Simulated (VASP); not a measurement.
Runs of VASP 6.6.1 on BaS (CsCl type). The structure is that of space group Pm-3m (No. 221), or close to it. The cells are those of the table. 

```csv
task,cell,cutoff (eV),gap on the mesh (eV),pressure (GPa)
single point,"a = 3.708 Å, 2 atoms",520,1.25,7.5
single point,"a = 3.565 Å, 2 atoms",520,(b),(a)
relaxation of cell and atoms,"relaxed from a = 3.890 Å, 2 atoms",600,1.48,0.0
single point,"a = 2.830 Å, 2 atoms",520,(c),294.5
single point,"a = 3.840 Å, 2 atoms",520,1.45,0.9
```

Alike in all rows: level PBE; potentials or basis VASP PAW PBE potentials, release 64 (Ba_sv, S); no spin polarisation; k mesh 10 × 10 × 10; smearing fermi-dirac 0.05 eV.

Fill in the values left out.

(a) 18.7; (b) 0.87; (c) none.

Caveats: spin-orbit coupling is left out, which moves the levels of the heavy elements; the cell stands under pressure (at least some runs).

A k mesh can miss the band edges, and the runs leave out spin-orbit coupling on Ba.
